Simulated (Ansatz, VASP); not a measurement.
Two plane-wave programs on ScGa5S

```
Sc Ga S
1.0
     2.65981   -5.05620    0.00000
     2.65981    5.05620    0.00000
     0.00000    0.00000    5.44723
Sc Ga S
1 5 1
Direct
  0.00000 0.00000 0.00000
  0.73944 0.26056 0.00000
  0.26056 0.73944 0.00000
  0.50000 0.50000 0.50000
  0.50000 0.00000 0.50000
  0.00000 0.50000 0.50000
  0.50000 0.50000 0.00000
```

Change from the starting cell: species swapped into the CaNi5H type (Cmmm, No. 65).

Alike in both runs: functional PBE; k mesh 3 × 3 × 4; occupations gaussian, width 0.2 eV; no spin polarisation.

Ansatz relaxed the structure, and its values are those at the end. VASP's run is a single point on that final structure, the one shown.

```csv
,VASP,Ansatz
version,VASP 6.6.1,Ansatz 0.2.0
potentials or method,"VASP PAW PBE potentials, release 64 (Sc_sv, Ga_d, S), cutoff 520 eV","scalar-relativistic, plane waves, PAW"
valence electrons in the cell,82,82
```

|  | VASP | Ansatz | Ansatz less VASP |
| --- | --- | --- | --- |
| gap on the k mesh at the Fermi level (eV) | none | none | - |
| pressure (GPa) | 0.5 | 0.4 | -0.09 |
| rms of the force components (eV/Å) | 0.021 | 0.022 | +0.0002 |

A gap of «none» marks a metal or a gap that the smearing closes.

The k mesh is coarse, so the values compare programs but aren't converged.
